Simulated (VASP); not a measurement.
# SiO (F-43m) in VASP: a series of runs, part 2 of 2

VASP 6.6.1. Earlier steps stand in the parts before.

### Step 4. Single point, B3LYP

This run uses another cell than the first one, of 14.41 Å³/atom, 1.020 times its volume.

POSCAR reads:

```
SiO
1.0
    0.0000000000      2.4336400000      2.4336400000
    2.4336400000      0.0000000000      2.4336400000
    2.4336400000      2.4336400000      0.0000000000
Si O
1 1
Direct
    0.7500000000      0.7500000000      0.7500000000
    0.0000000000      0.0000000000      0.0000000000
```

INCAR.step1 reads:

```
ALGO     = Normal         # electronic algorithm
EDIFF    = 1E-5           # SCF threshold, eV
ENCUT    = 520            # plane-wave cutoff, eV
GGA      = PE             # functional
ISIF     = 2              # what is computed and relaxed
ISMEAR   = -1             # smearing method
LASPH    = True           # aspherical terms in the spheres
LCHARG   = False          # write CHGCAR
LREAL    = False          # projectors in reciprocal space
LWAVE    = True           # write WAVECAR
NBANDS   = 12             # bands
NELM     = 100            # most SCF steps
PREC     = Accurate       # precision mode
SIGMA    = 0.05           # smearing width, eV
```

INCAR.step2 reads:

```
AEXX     = 0.2            # exact-exchange fraction
AGGAC    = 0.81         
AGGAX    = 0.72         
ALDAC    = 0.19         
ALGO     = Normal         # electronic algorithm
EDIFF    = 1E-7           # SCF threshold, eV
ENCUT    = 520            # plane-wave cutoff, eV
GGA      = B3             # functional
ISIF     = 2              # what is computed and relaxed
ISMEAR   = -1             # smearing method
ISTART   = 1            
LASPH    = True           # aspherical terms in the spheres
LCHARG   = False          # write CHGCAR
LHFCALC  = True           # exact exchange
LREAL    = False          # projectors in reciprocal space
LWAVE    = False          # write WAVECAR
NBANDS   = 12             # bands
NELM     = 100            # most SCF steps
PREC     = Accurate       # precision mode
PRECFOCK = Normal       
SIGMA    = 0.05           # smearing width, eV
```

KPOINTS reads:

```
k-points
0
Gamma
  5 5 5
```

Potentials or basis: VASP PAW PBE potentials, release 64 (Si, O).

On the command line:

```console
> cat potpaw_PBE.64/Si/POTCAR potpaw_PBE.64/O/POTCAR > POTCAR
> cp INCAR.step1 INCAR
> mpirun -np 1 vasp_std > vasp.out
> cp INCAR.step2 INCAR
> mpirun -np 1 vasp_std > vasp.out
```

OUTCAR:

```text
AEXX = 0.2
   EDIFF = 1E-7
   ENCUT = 520
   GGA = B3
   ISIF = 2
   ISMEAR = -1
   ISTART = 1
   LASPH = True
   LHFCALC = True
   LREAL = False
   NELM = 100
   PREC = Accurate
   PRECFOCK = Normal

 ion  position               nearest neighbor table
   1  0.750  0.750  0.750-   2 2.11   2 2.11   2 2.11   2 2.11
   2  0.000  0.000  0.000-   1 2.11   1 2.11   1 2.11   1 2.11

  LATTYP: Found a face centered cubic cell.
 ALAT       =     4.8672800000

  Lattice vectors:

 A1 = (   0.0000000000,   2.4336400000,   2.4336400000)
 A2 = (   2.4336400000,   0.0000000000,   2.4336400000)
 A3 = (   2.4336400000,   2.4336400000,   0.0000000000)

Analysis of symmetry for initial positions (statically):
=====================================================================
 Subroutine PRICEL returns:
 Original cell was already a primitive cell.

 Routine SETGRP: Setting up the symmetry group for a
 face centered cubic supercell.

 Subroutine GETGRP returns: Found 24 space group operations
 (whereof 24 operations were pure point group operations)
 out of a pool of 48 trial point group operations.

The static configuration has the point symmetry T_d .

Analysis of symmetry for dynamics (positions and initial velocities):
=====================================================================
 Subroutine PRICEL returns:
 Original cell was already a primitive cell.

 Routine SETGRP: Setting up the symmetry group for a
 face centered cubic supercell.

 Subroutine GETGRP returns: Found 24 space group operations
 (whereof 24 operations were pure point group operations)
 out of a pool of 48 trial point group operations.

The dynamic configuration has the point symmetry T_d .

 Subroutine INISYM returns: Found 24 space group operations
 (whereof 24 operations are pure point group operations),
 and found     1 'primitive' translations

[... 114 lines left out ...]
   ENCUTFOCK=  -1.0 apply spherical cutoff to Coloumb kernel
   IVDW    =     0    specifies the selected vdW correction
   LEPSILON=     F    determine dielectric tensor
   LRPA    =     F    only Hartree local field effects (RPA)
 non-spin polarized calculation
  energy-cutoff  :      520.00
  volume of cell :       28.83
 maximum number of plane-waves:       794
 NGX is ok and might be reduce to    28
  NGX = 20; NGY = 20; NGZ = 20

 number of electron      10.0000002 magnetization

 Free energy of the ion-electron system (eV)
  ---------------------------------------------------
  ext. energy  EPLUGINS =         0.00000000
  ---------------------------------------------------
  free energy    TOTEN  =       -13.10591428 eV

  energy without entropy =      -13.10584808  energy(sigma->0) =      -13.10588118

 E-fermi :   6.3864     XC(G=0):  -7.8302

 val. band max:        5.9590426280   @ k =  -0.4000   0.4000   0.2000
 cond. band min:       6.7442872066   @ k =   0.4000   0.4000   0.0000
 fundamental gap:      0.7852445786
 Fermi energy:         6.3863516919

 k-point     1 :       0.0000    0.0000    0.0000
  band No.  band energies     occupation
      1     -16.6564      2.00000
      2      -0.6372      2.00000
      3       0.1247      2.00000
      4       0.1247      2.00000
      5       0.1247      2.00000
      6      10.9963      0.00000
      7      10.9963      0.00000
      8      10.9963      0.00000
      9      17.8821      0.00000
     10      19.2256      0.00000
     11      19.2256      0.00000
     12      20.0056      0.00000
[... 121 lines left out ...]
 k-point    10 :      -0.4000    0.4000    0.2000
  band No.  band energies     occupation
      1     -15.8186      2.00000
      2      -4.0825      2.00000
      3      -1.8547      2.00000
      4      -1.1433      2.00000
      5       5.9590      1.99961
      6       7.8613      0.00000
      7      10.2228      0.00000
      8      12.3693      0.00000
      9      14.8318      0.00000
     10      19.2463      0.00000
     11      20.2726      0.00000
     12      23.3267      0.00000

------------------------ aborting loop because EDIFF is reached ----------------------------------------

  FORCE on cell =-STRESS in cart. coord.  units (eV):
  Direction    XX          YY          ZZ          XY          YZ          ZX
  --------------------------------------------------------------------------------------
  -------------------------------------------------------------------------------------
  Total        1.0352562      1.0352562      1.0352562      0.0000000     -0.0000000      0.0000000
  in kB       57.5386149     57.5386149     57.5386149      0.0000000     -0.0000000      0.0000000
  external PRESSURE =      57.5386149 kB  Pullay stress =       0.0000000 kB

 VOLUME and BASIS-vectors are now :
 -----------------------------------------------------------------------------
  energy-cutoff  :      520.00
  volume of cell :       28.83
      direct lattice vectors                 reciprocal lattice vectors
     0.000000000  2.433640000  2.433640000    -0.205453559  0.205453559  0.205453559
     2.433640000  0.000000000  2.433640000     0.205453559 -0.205453559  0.205453559
     2.433640000  2.433640000  0.000000000     0.205453559  0.205453559 -0.205453559

 POSITION                                       TOTAL-FORCE (eV/Angst)
 -----------------------------------------------------------------------------------
      3.65046      3.65046      3.65046         0.000000      0.000000      0.000000
      0.00000      0.00000      0.00000         0.000000     -0.000000     -0.000000
 -----------------------------------------------------------------------------------
    total drift:                                0.000000     -0.000000     -0.000000

  FREE ENERGIE OF THE ION-ELECTRON SYSTEM (eV)
  ---------------------------------------------------
  free  energy   TOTEN  =       -13.1059142806 eV

  energy  without entropy=      -13.1058480786  energy(sigma->0) =      -13.10588118
```

OSZICAR.step1:

```text
N       E                     dE             d eps       ncg     rms          rms(c)
DAV:   1     0.165266504676E+02    0.16527E+02   -0.44662E+03   240   0.718E+02
DAV:   2    -0.113831638755E+02   -0.27910E+02   -0.26466E+02   316   0.121E+02
DAV:   3    -0.123115204826E+02   -0.92836E+00   -0.92633E+00   304   0.203E+01
DAV:   4    -0.123147317567E+02   -0.32113E-02   -0.32110E-02   268   0.146E+00
DAV:   5    -0.123147535413E+02   -0.21785E-04   -0.21785E-04   304   0.116E-01    0.750E+00
DAV:   6    -0.112298375189E+02    0.10849E+01   -0.15920E+01   268   0.206E+01    0.443E+00
DAV:   7    -0.110085882685E+02    0.22125E+00   -0.15482E+00   276   0.673E+00    0.152E+00
DAV:   8    -0.110012077333E+02    0.73805E-02   -0.10367E-01   264   0.264E+00    0.487E-01
DAV:   9    -0.109995842345E+02    0.16235E-02   -0.52276E-03   268   0.500E-01    0.165E-01
DAV:  10    -0.109996580834E+02   -0.73849E-04   -0.44686E-04   268   0.153E-01    0.470E-02
DAV:  11    -0.109996451255E+02    0.12958E-04   -0.21141E-05   280   0.383E-02    0.830E-03
DAV:  12    -0.109996459439E+02   -0.81841E-06   -0.44685E-06   184   0.139E-02
   1 F= -.10999646E+02 E0= -.10994221E+02  d E =-.108508E-01
```

It took 7.9 min on 1 thread of AMD EPYC 7R43 (Zen 3), shared host; peak memory 0.12 GiB.

Results:

```yaml
Free_energy: -13.1059 eV
Pressure: 5.8 GPa
Band_gap_on_the_k_mesh: 0.79 eV, indirect (least direct gap 1.45 eV)
```

Caveat: the k points lie up to 0.45 Å⁻¹ apart; the PAW data sets were made with another functional, which shifts forces and pressure a little. A k mesh can miss the band edges.

### Step 5. Relaxation of cell and atoms, PBEsol-based global hybrid

This run uses another cell than the first one, of 14.41 Å³/atom, 1.020 times its volume.

POSCAR is that of step 4.

INCAR.step1 reads:

```
SYSTEM = SiO
  PREC = Accurate
  ENCUT = 600
  EDIFF = 1E-5
  ISMEAR = -1
  SIGMA = 0.05
  LREAL = .False.
  LASPH = .True.
  NELM = 100
  ALGO = Normal
  LWAVE = .True.
  LCHARG = .False.
  GGA = PE
  NBANDS = 12
```

INCAR.step2 reads:

```
SYSTEM = SiO
  PREC = Accurate
  ENCUT = 600
  EDIFF = 1E-6
  ISMEAR = -1
  SIGMA = 0.05
  LREAL = .False.
  LASPH = .True.
  NELM = 100
  ALGO = Normal
  ISIF = 3
  LWAVE = .False.
  LCHARG = .False.
  GGA = PS
  LHFCALC = .True.
  AEXX = 0.25
  PRECFOCK = Normal
  IBRION = 2
  NSW = 60
  EDIFFG = -0.01
  ISTART = 1
```

KPOINTS reads:

```
regular mesh
0
Gamma
  5 5 5
  0 0 0
```

On the command line:

```console
> cat potpaw_PBE.64/Si/POTCAR potpaw_PBE.64/O/POTCAR > POTCAR
> cp INCAR.step1 INCAR
> mpirun -np 1 vasp_std > vasp.out
> cp INCAR.step2 INCAR
> mpirun -np 1 vasp_std > vasp.out
```

Run time: 32 min. Hardware: 1 thread of AMD EPYC 7R43 (Zen 3), shared host; peak memory 0.13 GiB.

The run converged, but its numbers aren't listed here, since they failed a check.

Caveat: the k points lie up to 0.46 Å⁻¹ apart in the final cell; the PAW data sets were made with another functional, which shifts forces and pressure a little.

### Step 6. Overview

```tsv
level	cell	k mesh	grid for exact exchange (PRECFOCK)	gap on the mesh (eV)	pressure (GPa)
PBE	a = 3.419 Å, angles 60.0°, 2 atoms	9 × 9 × 9	-	none	1.3
PBE	a = 3.464 Å, angles 60.0°, 2 atoms	9 × 9 × 9	-	none	-1.2
B3LYP	a = 3.442 Å, angles 60.0°, 2 atoms	5 × 5 × 5	Normal	0.79	5.8
```

Alike in all rows: task single point; potentials or basis VASP PAW PBE potentials, release 64 (Si, O); no spin polarisation; cutoff (eV) 520; smearing fermi-dirac 0.05 eV.

Caveats: some runs use coarse meshes; the PAW data sets were made with another functional, which shifts forces and pressure a little (some runs).

Absolute energies hang on the potentials; compare differences alone.
